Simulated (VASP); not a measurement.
# GaAs (Pm-3m) in VASP: further runs

The runs below take GaAs through single point, with PBEsol.

Program: VASP 6.6.1. These are calculated values, not measurements. Logs are shortened: lines on timing, memory, paths and dates and some standing lists are left out, and cuts for length are marked.

## Step 1: The cell of the first run

The structure is cubic, space group Pm-3m (No. 221). The conventional cell has a = 3.310 Å, b = 3.310 Å, c = 3.310 Å, α = 90.00°, β = 90.00°, γ = 90.00°. Ga (site symmetry m-3m) has 8 As at 2.87 Å and 6 Ga at 3.31 Å within 3.8 Å. Within 3.8 Å of As (site symmetry m-3m) lie 8 Ga at 2.87 Å and 6 As at 3.31 Å.

## Step 2: Single point, PBEsol

The input, INCAR:

```
SYSTEM = GaAs
PREC = Accurate
ENCUT = 500
EDIFF = 1E-6
ISMEAR = 0
SIGMA = 0.05
LREAL = .False.
LASPH = .True.
NELM = 120
ALGO = Normal
ISIF = 2
LWAVE = .False.
LCHARG = .False.
GGA = PS
NBANDS = 16
GGA_COMPAT = .False.
```

The input, KPOINTS:

```
Automatic mesh
0
Gamma
  6 6 6
  0 0 0
```

The input, POSCAR:

```
GaAs
1.0
    3.3098153078      0.0000000000      0.0000000000
    0.0000000000      3.3098153078      0.0000000000
    0.0000000000      0.0000000000      3.3098153078
Ga As
1 1
Direct
    0.0000000000      0.0000000000      0.0000000000
    0.5000000000      0.5000000000      0.5000000000
```

Potentials or basis: VASP PAW PBE potentials, release 64 (Ga_d, As).

The run is started by

```console
$ cat potpaw_PBE.64/Ga_d/POTCAR potpaw_PBE.64/As/POTCAR > POTCAR
$ mpirun -np 1 vasp_std > vasp.out
```

OUTCAR:

```text
SYSTEM = GaAs
   PREC = Accurate
   ENCUT = 500
   EDIFF = 1E-6
   ISMEAR = 0
   LREAL = .False.
   LASPH = .True.
   NELM = 120
   ISIF = 2
   GGA = PS

 ion  position               nearest neighbor table
   1  0.000  0.000  0.000-   2 2.87   2 2.87   2 2.87   2 2.87   2 2.87   2 2.87   2 2.87   2 2.87

   2  0.500  0.500  0.500-   1 2.87   1 2.87   1 2.87   1 2.87   1 2.87   1 2.87   1 2.87   1 2.87

  LATTYP: Found a simple cubic cell.
 ALAT       =     3.3098153078

  Lattice vectors:

 A1 = (   3.3098153078,   0.0000000000,   0.0000000000)
 A2 = (   0.0000000000,   3.3098153078,   0.0000000000)
 A3 = (   0.0000000000,   0.0000000000,   3.3098153078)

Analysis of symmetry for initial positions (statically):
=====================================================================
 Subroutine PRICEL returns:
 Original cell was already a primitive cell.

 Routine SETGRP: Setting up the symmetry group for a
 simple cubic supercell.

 Subroutine GETGRP returns: Found 48 space group operations
 (whereof 48 operations were pure point group operations)
 out of a pool of 48 trial point group operations.

The static configuration has the point symmetry O_h .

Analysis of symmetry for dynamics (positions and initial velocities):
=====================================================================
 Subroutine PRICEL returns:
 Original cell was already a primitive cell.

 Routine SETGRP: Setting up the symmetry group for a
 simple cubic supercell.

 Subroutine GETGRP returns: Found 48 space group operations
 (whereof 48 operations were pure point group operations)
 out of a pool of 48 trial point group operations.

The dynamic configuration has the point symmetry O_h .

 Subroutine INISYM returns: Found 48 space group operations
 (whereof 48 operations are pure point group operations),
 and found     1 'primitive' translations

----------------------------------------------------------------------------------------

                                     Primitive cell

  volume of cell :      36.2586

  direct lattice vectors                    reciprocal lattice vectors
     3.309815308  0.000000000  0.000000000     0.302131662  0.000000000  0.000000000
     0.000000000  3.309815308  0.000000000     0.000000000  0.302131662  0.000000000
     0.000000000  0.000000000  3.309815308     0.000000000  0.000000000  0.302131662

  length of vectors
     3.309815308  3.309815308  3.309815308     0.302131662  0.302131662  0.302131662

  position of ions in fractional coordinates (direct lattice)
     0.000000000  0.000000000  0.000000000
     0.500000000  0.500000000  0.500000000

  ion indices of the primitive-cell ions
   primitive index   ion index
                 1           1
                 2           2

----------------------------------------------------------------------------------------

 KPOINTS: Automatic mesh

Automatic generation of k-mesh.
 Grid dimensions read from file:
 generate k-points for:    6    6    6

 Generating k-lattice:

  Cartesian coordinates                     Fractional coordinates (reciprocal lattice)
     0.050355277  0.000000000  0.000000000     0.166666667  0.000000000  0.000000000
     0.000000000  0.050355277  0.000000000     0.000000000  0.166666667  0.000000000
     0.000000000  0.000000000  0.050355277     0.000000000  0.000000000  0.166666667

  Length of vectors
     0.050355277  0.050355277  0.050355277

  Shift w.r.t. Gamma in fractional coordinates (k-lattice)
     0.000000000  0.000000000  0.000000000

 Subroutine IBZKPT returns following result:
 ===========================================

 Found     20 irreducible k-points:

 Following reciprocal coordinates:
            Coordinates               Weight
  0.000000  0.000000  0.000000      1.000000
  0.166667  0.000000  0.000000      6.000000
  0.333333  0.000000  0.000000      6.000000
  0.500000  0.000000  0.000000      3.000000
  0.166667  0.166667  0.000000     12.000000
  0.333333  0.166667  0.000000     24.000000
[... 12 lines left out ...]
  0.500000  0.500000  0.333333      6.000000
  0.500000  0.500000  0.500000      1.000000
   k-points           NKPTS =     20   k-points in BZ     NKDIM =     20   number of bands    NBANDS=     16
   number of dos      NEDOS =    301   number of ions     NIONS =      2
   total plane-waves  NPLWV =  13824
   dimension x,y,z NGX =    24 NGY =   24 NGZ =   24
   dimension x,y,z NGXF=    48 NGYF=   48 NGZF=   48
   ions per type =               1   1
   NGX,Y,Z   is equivalent  to a cutoff of  12.05, 12.05, 12.05 a.u.
   NGXF,Y,Z  is equivalent  to a cutoff of  24.11, 24.11, 24.11 a.u.
 SYSTEM =  GaAs
   PREC   = accura    normal or accurate (medium, high low for compatibility)
   ISTART =      0    job   : 0-new  1-cont  2-samecut
   ICHARG =      2    charge: 1-file 2-atom 10-const
   ISPIN  =      1    spin polarized calculation?
   LNONCOLLINEAR =      F non collinear calculations
   LSORBIT =      F    spin-orbit coupling
   LASPH  =      T    aspherical Exc in radial PAW
   ENCUT  =  500.0 eV  36.75 Ry    6.06 a.u.   6.03  6.03  6.03*2*pi/ulx,y,z
   NELM   =    120;   NELMIN=  2; NELMDL= -5     # of ELM steps
   EDIFF  = 0.1E-05   stopping-criterion for ELM
   LREAL  =      F    real-space projection
   EDIFFG = 0.1E-04   stopping-criterion for IOM
   NSW    =      0    number of steps for IOM
   IBRION =     -1    ionic relax: 0-MD 1-quasi-New 2-CG
   NFREE  =      0    steps in history (QN), initial steepest desc. (CG)
   ISIF   =      2    stress and relaxation
   ISYM   =      2    0-nonsym 1-usesym 2-fastsym
   POTIM  = 0.5000    time-step for ionic-motion
   TEBEG  =    0.0;   TEEND  =   0.0 temperature during run
   PSTRESS=    0.0 pullay stress
   NELECT =      18.0000    total number of electrons
   NUPDOWN=      -1.0000    fix difference up-down
   EMIN   =  10.00;   EMAX   =-10.00  energy-range for DOS
   EFERMI =   0.00;   METHOD = LEGACY
   ISMEAR =     0;   SIGMA  =   0.05  broadening in eV -4-tet -1-fermi 0-gaus
   EFERMI_NEDOS =   21; number of points for ismear=-14 and -15
   IALGO  =     38    algorithm
   IMIX   =      4    mixing-type and parameters
     AMIX     =   0.40;   BMIX     =  1.00
     AMIX_MAG =   1.60;   BMIX_MAG =  1.00
  volume/ion in A,a.u.               =      18.13       122.34
  Fermi-wavevector in a.u.,A,eV,Ry     =   1.296269  2.449594 22.862062  1.680314
  Thomas-Fermi vector in A             =   2.427736
   LORBIT       =      0    0 simple, 1 ext, 2 COOP (PROOUT), +10 PAW based schemes
   GGA     = PS    functional components
   LHFCALC =     F    Hartree Fock is set to
   AEXX    =    0.0000 exact exchange contribution
   IVDW    =     0    specifies the selected vdW correction
   LEPSILON=     F    determine dielectric tensor
   LRPA    =     F    only Hartree local field effects (RPA)
 non-spin polarized calculation
 Gauss-broadening in eV      SIGMA  =   0.05
  energy-cutoff  :      500.00
  volume of cell :       36.26
 maximum number of plane-waves:       931
   NGX = 13   NGY = 13   NGZ = 13

 number of electron      17.9999999 magnetization

 Free energy of the ion-electron system (eV)
  ---------------------------------------------------
  ext. energy  EPLUGINS =         0.00000000
  ---------------------------------------------------
  free energy    TOTEN  =        -8.14009615 eV

  energy without entropy =       -8.13752341  energy(sigma->0) =       -8.13880978

 E-fermi :   6.2248     XC(G=0): -11.2134

 val. band max:        6.2025774780   @ k =   0.1667   0.1667   0.0000
 cond. band min:       6.2719679199   @ k =   0.5000   0.3333   0.1667
 fundamental gap:      0.0693904419
 Fermi energy:         6.2247628298

 k-point     1 :       0.0000    0.0000    0.0000
  band No.  band energies     occupation
      1      -8.5925      2.00000
      2      -8.5925      2.00000
      3      -8.4804      2.00000
      4      -8.4804      2.00000
      5      -8.4804      2.00000
      6      -7.6217      2.00000
[... 8 lines left out ...]
     15      16.3222      0.00000
     16      21.3698      0.00000

 k-point     2 :       0.1667    0.0000    0.0000
  band No.  band energies     occupation
      1      -8.5899      2.00000
      2      -8.5697      2.00000
      3      -8.4925      2.00000
      4      -8.4925      2.00000
      5      -8.4795      2.00000
      6      -7.2847      2.00000
[... 8 lines left out ...]
     15      15.0068      0.00000
     16      19.9392      0.00000

 k-point     3 :       0.3333    0.0000    0.0000
  band No.  band energies     occupation
      1      -8.5846      2.00000
      2      -8.5264      2.00000
      3      -8.5165      2.00000
      4      -8.5165      2.00000
      5      -8.4775      2.00000
      6      -6.3510      2.00000
[... 8 lines left out ...]
     15      16.7878      0.00000
     16      18.4853      0.00000

 k-point     4 :       0.5000    0.0000    0.0000
  band No.  band energies     occupation
      1      -8.5820      2.00000
      2      -8.5284      2.00000
      3      -8.5284      2.00000
      4      -8.5052      2.00000
      5      -8.4766      2.00000
      6      -5.5379      2.00000
[... 8 lines left out ...]
     15      14.9754      0.00000
     16      22.9987      0.00000

 k-point     5 :       0.1667    0.1667    0.0000
  band No.  band energies     occupation
      1      -8.5778      2.00000
      2      -8.5548      2.00000
      3      -8.5166      2.00000
      4      -8.4929      2.00000
      5      -8.4890      2.00000
      6      -6.9383      2.00000
[... 8 lines left out ...]
     15      15.8970      0.00000
     16      18.9446      0.00000

 k-point     6 :       0.3333    0.1667    0.0000
  band No.  band energies     occupation
      1      -8.5693      2.00000
      2      -8.5555      2.00000
      3      -8.5138      2.00000
      4      -8.5116      2.00000
      5      -8.4876      2.00000
      6      -5.9976      2.00000
[... 8 lines left out ...]
     15      18.2906      0.00000
     16      18.8281      0.00000

 k-point     7 :       0.5000    0.1667    0.0000
  band No.  band energies     occupation
      1      -8.5728      2.00000
      2      -8.5658      2.00000
      3      -8.5250      2.00000
      4      -8.4895      2.00000
      5      -8.4862      2.00000
      6      -5.1901      2.00000
[... 8 lines left out ...]
     15      17.4134      0.00000
     16      19.8267      0.00000

 k-point     8 :       0.3333    0.3333    0.0000
  band No.  band energies     occupation
      1      -8.6210      2.00000
      2      -8.5506      2.00000
      3      -8.5100      2.00000
      4      -8.5062      2.00000
      5      -8.4710      2.00000
      6      -5.0657      2.00000
[... 8 lines left out ...]
     15      16.9692      0.00000
     16      18.5309      0.00000

 k-point     9 :       0.5000    0.3333    0.0000
  band No.  band energies     occupation
      1      -8.6488      2.00000
      2      -8.5449      2.00000
      3      -8.5182      2.00000
      4      -8.5053      2.00000
      5      -8.4479      2.00000
      6      -4.3094      2.00000
[... 8 lines left out ...]
     15      17.2867      0.00000
     16      17.9907      0.00000
[... 96 lines left out ...]
 k-point    15 :       0.5000    0.3333    0.1667
  band No.  band energies     occupation
      1      -8.6329      2.00000
      2      -8.5413      2.00000
      3      -8.5244      2.00000
      4      -8.5160      2.00000
      5      -8.4458      2.00000
      6      -4.0464      2.00000
[... 8 lines left out ...]
     15      18.5887      0.00000
     16      19.8243      0.00000

 k-point    16 :       0.5000    0.5000    0.1667
  band No.  band energies     occupation
      1      -8.6600      2.00000
      2      -8.5358      2.00000
      3      -8.5358      2.00000
      4      -8.5088      2.00000
      5      -8.4235      2.00000
      6      -3.4507      2.00000
[... 8 lines left out ...]
     15      19.6324      0.00000
     16      19.6324      0.00000

 k-point    17 :       0.3333    0.3333    0.3333
  band No.  band energies     occupation
      1      -8.5991      2.00000
      2      -8.5611      2.00000
      3      -8.5611      2.00000
      4      -8.4657      2.00000
      5      -8.4657      2.00000
      6      -3.9724      2.00000
[... 8 lines left out ...]
     15      21.0616      0.00000
     16      21.0616      0.00000

 k-point    18 :       0.5000    0.3333    0.3333
  band No.  band energies     occupation
      1      -8.6090      2.00000
      2      -8.5784      2.00000
      3      -8.5593      2.00000
      4      -8.4645      2.00000
      5      -8.4381      2.00000
      6      -3.3853      2.00000
[... 8 lines left out ...]
     15      21.7382      0.00000
     16      22.3461      0.00000

 k-point    19 :       0.5000    0.5000    0.3333
  band No.  band energies     occupation
      1      -8.6171      2.00000
      2      -8.5765      2.00000
      3      -8.5765      2.00000
      4      -8.4507      2.00000
      5      -8.4224      2.00000
      6      -2.9316      2.00000
[... 8 lines left out ...]
     15      24.0129      0.00000
     16      24.0129      0.00000

 k-point    20 :       0.5000    0.5000    0.5000
  band No.  band energies     occupation
      1      -8.5963      2.00000
      2      -8.5963      2.00000
      3      -8.5963      2.00000
      4      -8.4218      2.00000
      5      -8.4218      2.00000
      6      -2.5901      2.00000
[... 8 lines left out ...]
     15      26.5787      0.00000
     16      26.5787      0.00000

------------------------ aborting loop because EDIFF is reached ----------------------------------------

  FORCE on cell =-STRESS in cart. coord.  units (eV):
  Direction    XX          YY          ZZ          XY          YZ          ZX
  --------------------------------------------------------------------------------------
  -------------------------------------------------------------------------------------
  Total        0.0068903      0.0068903      0.0068903     -0.0000000     -0.0000000      0.0000000
  in kB        0.3044631      0.3044631      0.3044631     -0.0000000     -0.0000000      0.0000000
  external PRESSURE =       0.3044631 kB  Pullay stress =       0.0000000 kB

 VOLUME and BASIS-vectors are now :
 -----------------------------------------------------------------------------
  energy-cutoff  :      500.00
  volume of cell :       36.26
      direct lattice vectors                 reciprocal lattice vectors
     3.309815308  0.000000000  0.000000000     0.302131662  0.000000000  0.000000000
     0.000000000  3.309815308  0.000000000     0.000000000  0.302131662  0.000000000
     0.000000000  0.000000000  3.309815308     0.000000000  0.000000000  0.302131662

 POSITION                                       TOTAL-FORCE (eV/Angst)
 -----------------------------------------------------------------------------------
      0.00000      0.00000      0.00000         0.000000      0.000000      0.000000
      1.65491      1.65491      1.65491         0.000000      0.000000      0.000000
 -----------------------------------------------------------------------------------
    total drift:                                0.000000      0.000000      0.000000

  FREE ENERGIE OF THE ION-ELECTRON SYSTEM (eV)
  ---------------------------------------------------
  free  energy   TOTEN  =        -8.1400961523 eV

  energy  without entropy=       -8.1375234050  energy(sigma->0) =       -8.13880978
```

It took 6.2 s on 1 thread of Intel Xeon 6975P-C, shared host; peak memory 0.14 GiB.

Results:

```
Free energy            : -8.1401 eV
Pressure               : 0.0 GPa
Band gap on the k mesh : zero (band 9 reaches 7.63 eV, above the bottom of band 10 at 4.02 eV)
```

Caveat: the PAW data sets were made with another functional, which shifts forces and pressure a little.

(Part 1 of 2 ends here.)
